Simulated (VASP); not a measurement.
# PbI2 (P-3m1) in VASP: further runs, part 2 of 2

VASP 6.6.1.

### 3 Relaxation of cell and atoms, PBEsol, target pressure 5 GPa, at which the enthalpy is minimised

This run uses another cell than the first one, of 42.14 Å³/atom.

File INCAR:

```
SYSTEM = PbI2
PREC     = Accurate       ! precision mode
ENCUT    = 500            ! plane-wave cutoff, eV
EDIFF    = 1E-7           ! SCF threshold, eV
ISMEAR   = 0              ! smearing method
SIGMA    = 0.01           ! smearing width, eV
LREAL    = .FALSE.        ! projectors in reciprocal space
LASPH    = .TRUE.         ! aspherical terms in the spheres
NELM     = 120            ! most SCF steps
ALGO     = Normal         ! electronic algorithm
ISIF     = 3              ! what is computed and relaxed
LWAVE    = .FALSE.        ! write WAVECAR
LCHARG   = .FALSE.        ! write CHGCAR
GGA      = PS             ! functional
IBRION   = 2              ! ionic algorithm
NSW      = 100            ! ionic steps
EDIFFG   = -0.002         ! ionic threshold
PSTRESS  = 50.0         
GGA_COMPAT= .FALSE.      
NELMIN   = 4
```

File KPOINTS:

```
Automatic mesh
0
G
  6 6 4
  0 0 0
```

File POSCAR:

```
PbI2
1.0
    4.5451946608      0.0000000000      0.0000000000
   -2.2725973304      3.9362540414      0.0000000000
    0.0000000000      0.0000000000      7.0652910767
Pb I
1 2
Direct
    0.0000000000      0.0000000000      0.0000000000
    0.3333333333      0.6666666667      0.2632475492
    0.6666666667      0.3333333333      0.7367524508
```

Potentials or basis: VASP PAW PBE potentials, release 64 (Pb_d, I).

Command:

```
> cat potpaw_PBE.64/Pb_d/POTCAR potpaw_PBE.64/I/POTCAR > POTCAR
> mpirun -np 1 vasp_std > vasp.out
```

OUTCAR:

```text
SYSTEM = PbI2
   PREC = Accurate
   ENCUT = 500
   EDIFF = 1E-7
   ISMEAR = 0
   LREAL = .FALSE.
   LASPH = .TRUE.
   NELM = 120
   ISIF = 3
   GGA = PS
   IBRION = 2
   NSW = 100
   EDIFFG = -0.002
   PSTRESS = 50.0
   NELMIN = 4

 ion  position               nearest neighbor table
   1  0.000  0.000  0.000-   2 3.22   3 3.22   3 3.22   2 3.22   3 3.22   2 3.22
   2  0.333  0.667  0.263-   1 3.22   1 3.22   1 3.22
   3  0.667  0.333  0.737-   1 3.22   1 3.22   1 3.22

  LATTYP: Found a hexagonal cell.
 ALAT       =     4.5451946608
 C/A-ratio  =     1.5544529121

  Lattice vectors:

 A1 = (   4.5451946608,   0.0000000000,   0.0000000000)
 A2 = (  -2.2725973304,   3.9362540414,   0.0000000000)
 A3 = (   0.0000000000,   0.0000000000,   7.0652910767)

Analysis of symmetry for initial positions (statically):
=====================================================================
 Subroutine PRICEL returns:
 Original cell was already a primitive cell.

 Routine SETGRP: Setting up the symmetry group for a
 hexagonal supercell.

 Subroutine GETGRP returns: Found 12 space group operations
 (whereof 12 operations were pure point group operations)
 out of a pool of 24 trial point group operations.

The static configuration has the point symmetry D_3d.

Analysis of symmetry for dynamics (positions and initial velocities):
=====================================================================
 Subroutine PRICEL returns:
[... 169 lines left out ...]
  in kB       -0.2217879     -0.2217879     -0.0431416      0.0000000      0.0000000      0.0000000
  external PRESSURE =     -50.1622391 kB  Pullay stress =      50.0000000 kB
[... 100 lines left out ...]
  energy  without entropy=       -9.1196381118  energy(sigma->0) =       -9.11963811

  enthalpy is  TOTEN    =        -5.6736280463 eV   P V=        3.4460100655

 E-fermi :   4.3929     XC(G=0):  -8.9656

 val. band max:        4.3480234949   @ k =   0.0000   0.0000   0.5000
 cond. band min:       6.2586154419   @ k =   0.0000   0.0000   0.5000
 fundamental gap:      1.9105919470
 Fermi energy:         4.3928930648

 k-point     1 :       0.0000    0.0000    0.0000
  band No.  band energies     occupation
      1     -11.9872      2.00000
      2     -11.9872      2.00000
      3     -11.9499      2.00000
      4     -11.9364      2.00000
      5     -11.9364      2.00000
      6      -8.9623      2.00000
[... 481 lines left out ...]
      5     -11.9232      2.00000
      6      -7.7133      2.00000
[... 10 lines left out ...]
     17       8.3649      0.00000
     18      10.8876      0.00000

[... ionic steps 4 to 14 ...]

--------------------------------------- Ionic step       15  -------------------------------------------

 number of electron      27.9999995 magnetization

------------------------ aborting loop because EDIFF is reached ----------------------------------------
[... 73 lines left out ...]
--------------------------------------- Ionic step       17  -------------------------------------------

 number of electron      27.9999995 magnetization

 Free energy of the ion-electron system (eV)
  ---------------------------------------------------
  ext. energy  EPLUGINS =         0.00000000
  ---------------------------------------------------
  free energy    TOTEN  =        -9.06042802 eV

  energy without entropy =       -9.06042802  energy(sigma->0) =       -9.06042802

 E-fermi :   5.5949     XC(G=0):  -9.3178

 val. band max:        5.4931196858   @ k =   0.0000   0.0000   0.5000
 cond. band min:       7.1511036863   @ k =   0.5000  -0.0000   0.5000
 fundamental gap:      1.6579840005
 Fermi energy:         5.5949314486

 k-point     1 :       0.0000    0.0000    0.0000
  band No.  band energies     occupation
      1     -11.3650      2.00000
      2     -11.3650      2.00000
      3     -11.3292      2.00000
      4     -11.3178      2.00000
      5     -11.3178      2.00000
      6      -8.3984      2.00000
[... 527 lines left out ...]
  energy  without entropy=       -9.0604280246  energy(sigma->0) =       -9.06042802

  enthalpy is  TOTEN    =        -5.8697435165 eV   P V=        3.1906845081

 reached required accuracy - stopping structural energy minimisation
```

CONTCAR:

```text
PbI2
   1.00000000000000
     4.2229719134338550    0.0000000000000000    0.0000000000000000
    -2.1114859567169275    3.6572009565084169    0.0000000000000001
     0.0000000000000000    0.0000000000000000    6.6199913821901593
  Pb              I
     1     2
Direct
     0.0000000000000000    0.0000000000000000    0.0000000000000000
     0.3333333332999970    0.6666666667000030    0.2946346942427299
     0.6666666667000030    0.3333333332999970    0.7053653057572703

  0.00000000E+00  0.00000000E+00  0.00000000E+00
  0.00000000E+00  0.00000000E+00  0.00000000E+00
  0.00000000E+00  0.00000000E+00  0.00000000E+00
```

Wall time 4.1 min (1 thread of Intel Xeon 6975P-C (Granite Rapids), shared host); peak memory 0.29 GiB.

What came out:

```yaml
Free_energy: -9.0604 eV
Relaxed_volume: 34.08 Å³/atom
Relaxed_cell: a = 4.223 Å, b = 4.223 Å, c = 6.620 Å, α = 90.00°, β = 90.00°, γ = 120.00°
Space_group_after_relaxing_to_0.1_Å: P-3m1 (No. 164)
Energy_change_on_relaxing_the_run_minimises_the_enthalpy: +92.4 meV/atom
Ionic_steps: 17
Pressure_after_relaxing: 5.0 GPa
Band_gap_on_the_k_mesh: 1.66 eV (least direct gap 1.70 eV)
```

The path:
```tsv
step	energy change (eV)	largest force (eV/Å)	pressure (GPa)	volume (Å³)
1	0.0000	0.0022	-0.02	126.41
2	0.4927	1.3177	8.43	103.77
3	0.2181	0.8295	4.99	110.42
4	0.2135	0.7280	5.01	108.70
5	0.2536	0.3417	5.34	103.63
6	0.7614	1.0739	8.23	93.98
7	0.2929	0.2178	5.67	101.97
8	0.3270	0.0851	5.87	100.80
9	0.2027	0.2443	3.31	105.29
10	0.2793	0.0252	5.01	102.19
11	0.2801	0.0231	5.02	102.16
12	0.2783	0.0127	5.01	102.21
13	0.2757	0.0036	5.00	102.29
14	0.2767	0.0026	5.00	102.26
15	0.2777	0.0016	5.01	102.23
16	0.2769	0.0019	4.99	102.25
17	0.2773	0.0003	5.00	102.24
```

Final structure:
```xyz
3
Lattice="4.2230 0.0000 0.0000 -2.1115 3.6572 0.0000 0.0000 0.0000 6.6200" Properties=species:S:1:pos:R:3 pbc="T T T"
Pb    0.0000    0.0000    0.0000
I     0.0000    2.4381    1.9505
I     2.1115    1.2191    4.6695
```

Caveat: the cell is relaxed towards a set pressure, so the run minimises the enthalpy, not the energy; the volume moved by over 15 % at a fixed basis, so the end points are rough; the PAW data sets were made with another functional, which shifts forces and pressure a little; spin-orbit coupling is left out, which moves the levels of the heavy elements.

### 4 Single point, PBEsol

This run uses another cell than the first one, of 42.14 Å³/atom.

File INCAR:

```
SYSTEM = PbI2
  ALGO = Normal
  EDIFF = 1E-6
  ENCUT = 500
  GGA = PS
  GGA_COMPAT = .False.
  ISIF = 2
  ISMEAR = -1
  LASPH = .True.
  LCHARG = .False.
  LREAL = .False.
  LWAVE = .False.
  NBANDS = 21
  NELM = 120
  PREC = Accurate
  SIGMA = 0.1
```

File KPOINTS:

```
k-points
0
Gamma
  10 10 6
  0 0 0
```

POSCAR is that of step 3.

Potentials or basis: VASP PAW PBE potentials, release 64 (Pb_d, I).

Command:

```
> cat potpaw_PBE.64/Pb_d/POTCAR potpaw_PBE.64/I/POTCAR > POTCAR
> mpirun -np 1 vasp_std > vasp.out
```

OUTCAR:

```text
SYSTEM = PbI2
   EDIFF = 1E-6
   ENCUT = 500
   GGA = PS
   ISIF = 2
   ISMEAR = -1
   LASPH = .True.
   LREAL = .False.
   NELM = 120
   PREC = Accurate

 ion  position               nearest neighbor table
   1  0.000  0.000  0.000-   2 3.22   3 3.22   3 3.22   2 3.22   3 3.22   2 3.22
   2  0.333  0.667  0.263-   1 3.22   1 3.22   1 3.22
   3  0.667  0.333  0.737-   1 3.22   1 3.22   1 3.22

  LATTYP: Found a hexagonal cell.
 ALAT       =     4.5451946608
 C/A-ratio  =     1.5544529121

  Lattice vectors:
[... 767 lines left out ...]

  FORCE on cell =-STRESS in cart. coord.  units (eV):
  Direction    XX          YY          ZZ          XY          YZ          ZX
  --------------------------------------------------------------------------------------
  -------------------------------------------------------------------------------------
  Total       -0.0214645     -0.0214645     -0.0030128      0.0000000     -0.0000000      0.0000000
  in kB       -0.2720600     -0.2720600     -0.0381873      0.0000000     -0.0000000      0.0000000
  external PRESSURE =      -0.1941025 kB  Pullay stress =       0.0000000 kB

 VOLUME and BASIS-vectors are now :
 -----------------------------------------------------------------------------
  energy-cutoff  :      500.00
  volume of cell :      126.41
      direct lattice vectors                 reciprocal lattice vectors
     4.545194661  0.000000000  0.000000000     0.220012579  0.127024322  0.000000000
    -2.272597330  3.936254041  0.000000000     0.000000000  0.254048644  0.000000000
     0.000000000  0.000000000  7.065291077     0.000000000  0.000000000  0.141536985

 POSITION                                       TOTAL-FORCE (eV/Angst)
 -----------------------------------------------------------------------------------
      0.00000      0.00000      0.00000        -0.000000      0.000000      0.000000
     -0.00000      2.62417      1.85992         0.000000      0.000000      0.000978
      2.27260      1.31208      5.20537         0.000000      0.000000     -0.000978
 -----------------------------------------------------------------------------------
    total drift:                               -0.000000     -0.000000     -0.000000

  FREE ENERGIE OF THE ION-ELECTRON SYSTEM (eV)
  ---------------------------------------------------
  free  energy   TOTEN  =        -9.3383102598 eV

  energy  without entropy=       -9.3383078848  energy(sigma->0) =       -9.33830907
```

stdout:

```text
POSCAR found type information on POSCAR PbI
 POSCAR found :  2 types and       3 ions
 scaLAPACK will be used
 -----------------------------------------------------------------------------
|                                                                             |
|                                                                             |
|     You enforced a specific xc type in the INCAR file but a different       |
|     I HOPE YOU KNOW WHAT YOU ARE DOING!                                     |
|                                                                             |
 -----------------------------------------------------------------------------

 LDA part: xc-table for (Slater+PW92), standard interpolation
 POSCAR, INCAR and KPOINTS ok, starting setup
 FFT: planning ... GRIDC
 FFT: planning ... GRID_SOFT
 FFT: planning ... GRID
 WAVECAR not read
 entering main loop
```

It took 63 s on 1 thread of Intel Xeon 6975P-C (Granite Rapids), shared host; peak memory 0.35 GiB.

Results:

* Free energy: -9.3383 eV
* Pressure: 0.0 GPa
* Band gap on the k mesh: 2.15 eV

Levels at points of the mesh, in eV from the valence-band top:
| k point | band 11 | band 12 | band 13 | band 14 | band 15 | band 16 | band 17 | band 18 |
| --- | --- | --- | --- | --- | --- | --- | --- | --- |
| (0.00, 0.00, 0.00) | -0.99 | -0.88 | -0.88 | -0.74 | 2.40 | 3.33 | 3.33 | 6.23 |
| (0.50, 0.00, 0.00) | -2.06 | -1.55 | -0.77 | -0.40 | 2.81 | 3.68 | 4.66 | 4.99 |
| (0.00, 0.00, 0.50) | -1.11 | -0.72 | -0.72 | 0.00 | 2.15 | 3.16 | 3.16 | 6.32 |
| (0.50, 0.00, 0.50) | -1.77 | -1.31 | -1.10 | -0.70 | 3.16 | 3.69 | 4.11 | 5.66 |

Caveat: the PAW data sets were made with another functional, which shifts forces and pressure a little; spin-orbit coupling is left out, which moves the levels of the heavy elements; this functional lacks dispersion, which binds the layers, so the pressure and a relaxed spacing across them are unreliable.

### 5 Relaxation of cell and atoms, PBEsol

This run uses another cell than the first one, of 41.79 Å³/atom.

File INCAR:

```
SYSTEM = PbI2
  PREC = Accurate
  ENCUT = 500
  EDIFF = 1E-7
  ISMEAR = -1
  SIGMA = 0.1
  LREAL = .FALSE.
  LASPH = .TRUE.
  NELM = 120
  ALGO = Normal
  ISIF = 3
  LWAVE = .FALSE.
  LCHARG = .FALSE.
  GGA = PS
  IBRION = 2
  NSW = 100
  EDIFFG = -0.002
  GGA_COMPAT = .FALSE.
  NELMIN = 4
```

File KPOINTS:

```
regular mesh
0
G
  10 10 6
  0 0 0
```

File POSCAR:

```
PbI2
1.0
    4.5550000000      0.0000000000      0.0000000000
   -2.2775000000      3.9447457142      0.0000000000
    0.0000000000      0.0000000000      6.9770000000
Pb I
1 2
Direct
    0.0000000000      0.0000000000      0.0000000000
    0.3333333333      0.6666666667      0.2650000000
    0.6666666667      0.3333333333      0.7350000000
```

Command:

```
> cat potpaw_PBE.64/Pb_d/POTCAR potpaw_PBE.64/I/POTCAR > POTCAR
> mpirun -np 1 vasp_std > vasp.out
```

Wall time 12 min (1 thread of Intel Xeon 6975P-C (Granite Rapids), shared host); peak memory 0.37 GiB.

The run converged. Its results:

```yaml
Free_energy: -9.3382 eV
Relaxed_volume: 42.02 Å³/atom
Relaxed_cell: a = 4.539 Å, b = 4.539 Å, c = 7.065 Å, α = 90.00°, β = 90.00°, γ = 120.00°
Space_group_after_relaxing_to_0.1_Å: P-3m1 (No. 164)
Energy_gained_by_relaxing: 0.2 meV/atom
Ionic_steps: 23
Pressure_after_relaxing: 0.0 GPa
Band_gap_on_the_k_mesh: 2.15 eV
```

The path:
| step | energy change (eV) | largest force (eV/Å) | pressure (GPa) | volume (Å³) |
| --- | --- | --- | --- | --- |
| 1 | 0.0000 | 0.0101 | 0.05 | 125.36 |
| 2 | -0.0002 | 0.0028 | -0.01 | 125.60 |
| 3 | -0.0002 | 0.0153 | -0.06 | 125.82 |
| 4 | -0.0003 | 0.0144 | -0.05 | 125.77 |
| 5 | -0.0005 | 0.0123 | -0.01 | 125.61 |
| 6 | -0.0005 | 0.0119 | 0.00 | 125.58 |
| 7 | -0.0005 | 0.0120 | 0.00 | 125.59 |
| 8 | -0.0005 | 0.0087 | 0.01 | 125.58 |
| 9 | -0.0005 | 0.0020 | 0.03 | 125.55 |
| 10 | -0.0006 | 0.0021 | 0.03 | 125.58 |
| 11 | -0.0006 | 0.0017 | 0.02 | 125.66 |
| 12 | -0.0006 | 0.0010 | 0.01 | 125.84 |
| 13 | -0.0006 | 0.0003 | -0.02 | 126.19 |
| 14 | -0.0006 | 0.0007 | 0.00 | 125.93 |
| 15 | -0.0006 | 0.0015 | 0.00 | 125.96 |
| 16 | -0.0006 | 0.0038 | -0.01 | 126.04 |
| 17 | -0.0006 | 0.0088 | -0.03 | 126.19 |
| 18 | -0.0006 | 0.0067 | -0.02 | 126.12 |
| 19 | -0.0006 | 0.0059 | -0.02 | 126.11 |
| 20 | -0.0006 | 0.0034 | 0.00 | 126.08 |
| 21 | -0.0006 | 0.0027 | 0.00 | 126.08 |
| 22 | -0.0006 | 0.0015 | 0.01 | 126.06 |
| 23 | -0.0006 | 0.0019 | 0.00 | 126.07 |

Final structure:
```yaml
crystal:
  lattice:
    - [4.53930, 0.00000, 0.00000]
    - [-2.26965, 3.93115, 0.00000]
    - [0.00000, 0.00000, 7.06457]
  atoms:
    - { symbol: Pb, position: [0.00000, 0.00000, 0.00000] }
    - { symbol: I, position: [0.33333, 0.66667, 0.26381] }
    - { symbol: I, position: [0.66667, 0.33333, 0.73619] }
```

Levels at points of the mesh, in eV from the valence-band top:
```csv
k point,band 10,band 11,band 12,band 13,band 14,band 15,band 16,band 17,band 18
"(0.00, 0.00, 0.00)",-1.00,-1.00,-0.89,-0.89,-0.76,2.40,3.33,3.33,6.23
"(0.50, 0.00, 0.00)",-2.42,-2.07,-1.58,-0.78,-0.40,2.79,3.66,4.64,4.97
"(0.00, 0.00, 0.50)",-1.12,-1.12,-0.73,-0.73,0.00,2.15,3.15,3.15,6.29
"(0.50, 0.00, 0.50)",-1.88,-1.78,-1.33,-1.11,-0.72,3.14,3.67,4.10,5.64
```

Caveat: the PAW data sets were made with another functional, which shifts forces and pressure a little; spin-orbit coupling is left out, which moves the levels of the heavy elements; this functional lacks dispersion, which binds the layers, so the pressure and a relaxed spacing across them are unreliable.

### 6 The runs side by side

```tsv
task	cell	k mesh	smearing	gap on the mesh (eV)	pressure (GPa)
single point	a = 4.227, b = 4.227, c = 6.611 Å, angles 90.0, 90.0, 120.0°, 3 atoms, atomic positions A	6 × 6 × 4	gaussian 0.01 eV	1.68	5.0
relaxation of cell and atoms	relaxed to 5 GPa from a = 4.545, b = 4.545, c = 7.065 Å, angles 90.0, 90.0, 120.0°, 3 atoms, atomic positions B	6 × 6 × 4	gaussian 0.01 eV	1.66	5.0
single point	a = 4.545, b = 4.545, c = 7.065 Å, angles 90.0, 90.0, 120.0°, 3 atoms, atomic positions B	10 × 10 × 6	fermi-dirac 0.1 eV	2.15	0.0
relaxation of cell and atoms	relaxed from a = 4.555, b = 4.555, c = 6.977 Å, angles 90.0, 90.0, 120.0°, 3 atoms, atomic positions C	10 × 10 × 6	fermi-dirac 0.1 eV	2.15	0.0
```

Alike in all rows: level PBEsol; potentials or basis VASP PAW PBE potentials, release 64 (Pb_d, I); no spin polarisation; cutoff (eV) 500.

Caveats: the PAW data sets were made with another functional, which shifts forces and pressure a little; spin-orbit coupling is left out, which moves the levels of the heavy elements; this functional lacks dispersion, which binds the layers, so the pressure and a relaxed spacing across them are unreliable (at least some runs); the cell stands under pressure (at least some runs); the cell is relaxed towards a set pressure, so the run minimises the enthalpy, not the energy (at least some runs); the volume moved by over 15 % at a fixed basis, so the end points are rough (at least some runs).

Total energies depend on the potentials used, so only differences within one code and one set of settings carry meaning.
